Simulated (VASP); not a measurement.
# BeS (F-43m) in VASP: single point with LDA

Aim: the single point of BeS with LDA.

Program: VASP 6.6.1. These are calculated values, not measurements. Logs are shortened: lines on timing, memory, paths and dates and some standing lists are left out, and cuts for length are marked.

## Step 1: The cell of the first run

It takes space group F-43m (No. 216, cubic). Conventional cell: a = 4.850 Å, b = 4.850 Å, c = 4.850 Å, α = 90.00°, β = 90.00°, γ = 90.00°. Be (site symmetry -43m) has 4 S at 2.10 Å within 2.8 Å. S (site symmetry -43m) has 4 Be at 2.10 Å within 2.8 Å.

## Step 2: Single point, LDA

Input file INCAR:

```
SYSTEM = BeS
ALGO = Normal
EDIFF = 1E-6
ENCUT = 600
GGA = CA
GGA_COMPAT = .FALSE.
ISIF = 2
ISMEAR = 0
LASPH = .TRUE.
LCHARG = .FALSE.
LREAL = .FALSE.
LWAVE = .FALSE.
NBANDS = 11
NELM = 120
PREC = Accurate
SIGMA = 0.01
```

Input file KPOINTS:

```
k-points
0
G
  8 8 8
  0 0 0
```

Input file POSCAR:

```
BeS
1.0
    0.0000000000      2.4250000000      2.4250000000
    2.4250000000      0.0000000000      2.4250000000
    2.4250000000      2.4250000000      0.0000000000
Be S
1 1
Direct
    0.0000000000      0.0000000000      0.0000000000
    0.2500000000      0.2500000000      0.2500000000
```

Potentials or basis: VASP PAW LDA potentials, release 64 (Be, S).

Command:

```
$ cat potpaw_LDA.64/Be/POTCAR potpaw_LDA.64/S/POTCAR > POTCAR
$ mpirun -np 1 vasp_std > vasp.out
```

OUTCAR:

```text
SYSTEM = BeS
   EDIFF = 1E-6
   ENCUT = 600
   GGA = CA
   ISIF = 2
   ISMEAR = 0
   LASPH = .TRUE.
   LREAL = .FALSE.
   NELM = 120
   PREC = Accurate

 ion  position               nearest neighbor table
   1  0.000  0.000  0.000-   2 2.10   2 2.10   2 2.10   2 2.10
   2  0.250  0.250  0.250-   1 2.10   1 2.10   1 2.10   1 2.10

  LATTYP: Found a face centered cubic cell.
 ALAT       =     4.8500000000

  Lattice vectors:

 A1 = (   0.0000000000,   2.4250000000,   2.4250000000)
 A2 = (   2.4250000000,   0.0000000000,   2.4250000000)
 A3 = (   2.4250000000,   2.4250000000,   0.0000000000)

Analysis of symmetry for initial positions (statically):
=====================================================================
 Subroutine PRICEL returns:
 Original cell was already a primitive cell.

 Routine SETGRP: Setting up the symmetry group for a
 face centered cubic supercell.

 Subroutine GETGRP returns: Found 24 space group operations
 (whereof 24 operations were pure point group operations)
 out of a pool of 48 trial point group operations.

The static configuration has the point symmetry T_d .

Analysis of symmetry for dynamics (positions and initial velocities):
=====================================================================
 Subroutine PRICEL returns:
 Original cell was already a primitive cell.

 Routine SETGRP: Setting up the symmetry group for a
 face centered cubic supercell.

 Subroutine GETGRP returns: Found 24 space group operations
 (whereof 24 operations were pure point group operations)
 out of a pool of 48 trial point group operations.

The dynamic configuration has the point symmetry T_d .

 Subroutine INISYM returns: Found 24 space group operations
 (whereof 24 operations are pure point group operations),
 and found     1 'primitive' translations

----------------------------------------------------------------------------------------

                                     Primitive cell

  volume of cell :      28.5210

  direct lattice vectors                    reciprocal lattice vectors
     0.000000000  2.425000000  2.425000000    -0.206185567  0.206185567  0.206185567
     2.425000000  0.000000000  2.425000000     0.206185567 -0.206185567  0.206185567
     2.425000000  2.425000000  0.000000000     0.206185567  0.206185567 -0.206185567

  length of vectors
     3.429467889  3.429467889  3.429467889     0.357123878  0.357123878  0.357123878

  position of ions in fractional coordinates (direct lattice)
     0.000000000  0.000000000  0.000000000
     0.250000000  0.250000000  0.250000000

  ion indices of the primitive-cell ions
   primitive index   ion index
                 1           1
                 2           2

----------------------------------------------------------------------------------------

 KPOINTS: k-points

Automatic generation of k-mesh.
 Grid dimensions read from file:
 generate k-points for:    8    8    8

 Generating k-lattice:

  Cartesian coordinates                     Fractional coordinates (reciprocal lattice)
    -0.025773196  0.025773196  0.025773196     0.125000000  0.000000000  0.000000000
     0.025773196 -0.025773196  0.025773196     0.000000000  0.125000000  0.000000000
     0.025773196  0.025773196 -0.025773196     0.000000000  0.000000000  0.125000000

  Length of vectors
     0.044640485  0.044640485  0.044640485

  Shift w.r.t. Gamma in fractional coordinates (k-lattice)
     0.000000000  0.000000000  0.000000000

 Subroutine IBZKPT returns following result:
 ===========================================

 Found     29 irreducible k-points:

 Following reciprocal coordinates:
            Coordinates               Weight
  0.000000  0.000000  0.000000      1.000000
  0.125000  0.000000  0.000000      8.000000
  0.250000  0.000000  0.000000      8.000000
  0.375000  0.000000  0.000000      8.000000
  0.500000  0.000000  0.000000      4.000000
  0.125000  0.125000  0.000000      6.000000
[... 16 lines left out ...]
  0.500000  0.250000  0.125000     48.000000
 -0.375000  0.250000  0.125000     24.000000
 [... further k-points ...]
   k-points           NKPTS =     29   k-points in BZ     NKDIM =     29   number of bands    NBANDS=     11
   number of dos      NEDOS =    301   number of ions     NIONS =      2
   total plane-waves  NPLWV =  21952
   dimension x,y,z NGX =    28 NGY =   28 NGZ =   28
   dimension x,y,z NGXF=    56 NGYF=   56 NGZF=   56
   ions per type =               1   1
   NGX,Y,Z   is equivalent  to a cutoff of  13.57, 13.57, 13.57 a.u.
   NGXF,Y,Z  is equivalent  to a cutoff of  27.15, 27.15, 27.15 a.u.
 SYSTEM =  BeS
   PREC   = accura    normal or accurate (medium, high low for compatibility)
   ISTART =      0    job   : 0-new  1-cont  2-samecut
   ICHARG =      2    charge: 1-file 2-atom 10-const
   ISPIN  =      1    spin polarized calculation?
   LNONCOLLINEAR =      F non collinear calculations
   LSORBIT =      F    spin-orbit coupling
   LASPH  =      T    aspherical Exc in radial PAW
   ENCUT  =  600.0 eV  44.10 Ry    6.64 a.u.   6.85  6.85  6.85*2*pi/ulx,y,z
   NELM   =    120;   NELMIN=  2; NELMDL= -5     # of ELM steps
   EDIFF  = 0.1E-05   stopping-criterion for ELM
   LREAL  =      F    real-space projection
   EDIFFG = 0.1E-04   stopping-criterion for IOM
   NSW    =      0    number of steps for IOM
   IBRION =     -1    ionic relax: 0-MD 1-quasi-New 2-CG
   NFREE  =      0    steps in history (QN), initial steepest desc. (CG)
   ISIF   =      2    stress and relaxation
   ISYM   =      2    0-nonsym 1-usesym 2-fastsym
   POTIM  = 0.5000    time-step for ionic-motion
   TEBEG  =    0.0;   TEEND  =   0.0 temperature during run
   PSTRESS=    0.0 pullay stress
   NELECT =       8.0000    total number of electrons
   NUPDOWN=      -1.0000    fix difference up-down
   EMIN   =  10.00;   EMAX   =-10.00  energy-range for DOS
   EFERMI =   0.00;   METHOD = LEGACY
   ISMEAR =     0;   SIGMA  =   0.01  broadening in eV -4-tet -1-fermi 0-gaus
   EFERMI_NEDOS =   21; number of points for ismear=-14 and -15
   IALGO  =     38    algorithm
   IMIX   =      4    mixing-type and parameters
     AMIX     =   0.40;   BMIX     =  1.00
     AMIX_MAG =   1.60;   BMIX_MAG =  1.00
  volume/ion in A,a.u.               =      14.26        96.23
  Fermi-wavevector in a.u.,A,eV,Ry     =   1.071642  2.025110 15.625158  1.148417
  Thomas-Fermi vector in A             =   2.207388
   LORBIT       =      0    0 simple, 1 ext, 2 COOP (PROOUT), +10 PAW based schemes
   GGA     = CA    functional components
   LHFCALC =     F    Hartree Fock is set to
   AEXX    =    0.0000 exact exchange contribution
   IVDW    =     0    specifies the selected vdW correction
   LEPSILON=     F    determine dielectric tensor
   LRPA    =     F    only Hartree local field effects (RPA)
 non-spin polarized calculation
 Gauss-broadening in eV      SIGMA  =   0.01
  energy-cutoff  :      600.00
  volume of cell :       28.52
 maximum number of plane-waves:       961
   NGX = 13   NGY = 13   NGZ = 13

 number of electron       7.9999999 magnetization

 Free energy of the ion-electron system (eV)
  ---------------------------------------------------
  ext. energy  EPLUGINS =         0.00000000
  ---------------------------------------------------
  free energy    TOTEN  =       -11.13343086 eV

  energy without entropy =      -11.13343086  energy(sigma->0) =      -11.13343086

 E-fermi :   4.1255     XC(G=0):  -9.9891

 val. band max:        4.0287355797   @ k =   0.0000   0.0000   0.0000
 cond. band min:       6.9333758834   @ k =   0.5000   0.5000   0.0000
 fundamental gap:      2.9046403037
 Fermi energy:         4.1255288746

 k-point     1 :       0.0000    0.0000    0.0000
  band No.  band energies     occupation
      1      -9.6267      2.00000
      2       4.0287      2.00000
      3       4.0287      2.00000
      4       4.0287      2.00000
      5       9.5722      0.00000
      6       9.5722      0.00000
      7       9.5722      0.00000
      8       9.7046      0.00000
      9      16.8412      0.00000
     10      16.8412      0.00000
     11      18.6314      0.00000

 k-point     2 :       0.1250    0.0000    0.0000
  band No.  band energies     occupation
      1      -9.4481      2.00000
      2       2.8091      2.00000
      3       3.8258      2.00000
      4       3.8258      2.00000
      5       9.4697      0.00000
      6       9.9309      0.00000
      7       9.9309      0.00000
      8      11.0411      0.00000
      9      16.1045      0.00000
     10      16.1045      0.00000
     11      18.4289      0.00000

 k-point     3 :       0.2500    0.0000    0.0000
  band No.  band energies     occupation
      1      -8.9551      2.00000
      2       0.6881      2.00000
      3       3.4231      2.00000
      4       3.4231      2.00000
      5       9.4392      0.00000
      6      10.4770      0.00000
      7      10.4770      0.00000
      8      13.1223      0.00000
      9      15.8411      0.00000
     10      15.8411      0.00000
     11      17.9858      0.00000

 k-point     4 :       0.3750    0.0000    0.0000
  band No.  band energies     occupation
      1      -8.3257      2.00000
      2      -1.0854      2.00000
      3       3.1001      2.00000
      4       3.1001      2.00000
      5       9.4051      0.00000
      6      10.5420      0.00000
      7      10.5420      0.00000
      8      14.5547      0.00000
      9      17.1934      0.00000
     10      17.1934      0.00000
     11      18.1956      0.00000
[... 239 lines left out ...]
 k-point    22 :       0.3750    0.2500    0.1250
  band No.  band energies     occupation
      1      -8.5519      2.00000
      2       0.4601      2.00000
      3       1.8548      2.00000
      4       2.8932      2.00000
      5       9.3991      0.00000
      6      11.1945      0.00000
      7      11.4096      0.00000
      8      12.4632      0.00000
      9      15.5163      0.00000
     10      18.3366      0.00000
     11      19.7575      0.00000

 k-point    23 :       0.5000    0.2500    0.1250
  band No.  band energies     occupation
      1      -7.9975      2.00000
      2      -0.7133      2.00000
      3       1.3203      2.00000
      4       2.4129      2.00000
      5       9.8725      0.00000
      6      10.7125      0.00000
      7      12.3959      0.00000
      8      13.1762      0.00000
      9      16.5230      0.00000
     10      18.2418      0.00000
     11      20.3753      0.00000

 k-point    24 :      -0.3750    0.2500    0.1250
  band No.  band energies     occupation
      1      -7.7174      2.00000
      2      -1.2759      2.00000
      3       1.2286      2.00000
      4       2.1623      2.00000
      5       9.9597      0.00000
      6      10.4987      0.00000
      7      13.0626      0.00000
      8      14.3968      0.00000
      9      15.2967      0.00000
     10      19.2568      0.00000
     11      19.8073      0.00000

 [... further k-points ...]
[... 5 lines left out ...]
  --------------------------------------------------------------------------------------
  -------------------------------------------------------------------------------------
  Total       -0.5584075     -0.5584075     -0.5584075     -0.0000000     -0.0000000     -0.0000000
  in kB      -31.3687049    -31.3687049    -31.3687049     -0.0000000     -0.0000000     -0.0000000
  external PRESSURE =     -31.3687049 kB  Pullay stress =       0.0000000 kB

 VOLUME and BASIS-vectors are now :
 -----------------------------------------------------------------------------
  energy-cutoff  :      600.00
  volume of cell :       28.52
      direct lattice vectors                 reciprocal lattice vectors
     0.000000000  2.425000000  2.425000000    -0.206185567  0.206185567  0.206185567
     2.425000000  0.000000000  2.425000000     0.206185567 -0.206185567  0.206185567
     2.425000000  2.425000000  0.000000000     0.206185567  0.206185567 -0.206185567

 POSITION                                       TOTAL-FORCE (eV/Angst)
 -----------------------------------------------------------------------------------
      0.00000      0.00000      0.00000         0.000000      0.000000      0.000000
      1.21250      1.21250      1.21250        -0.000000     -0.000000     -0.000000
 -----------------------------------------------------------------------------------
    total drift:                               -0.000000     -0.000000      0.000000

  FREE ENERGIE OF THE ION-ELECTRON SYSTEM (eV)
  ---------------------------------------------------
  free  energy   TOTEN  =       -11.1334308554 eV

  energy  without entropy=      -11.1334308554  energy(sigma->0) =      -11.13343086
```

Wall time 9.9 s (1 thread of AMD EPYC 9R45 (Zen 5), shared host); peak memory 0.1 GiB.

What came out:

* Free energy: -11.1334 eV
* Pressure: -3.1 GPa
* Band gap on the k mesh: 2.90 eV, indirect (least direct gap 5.54 eV)
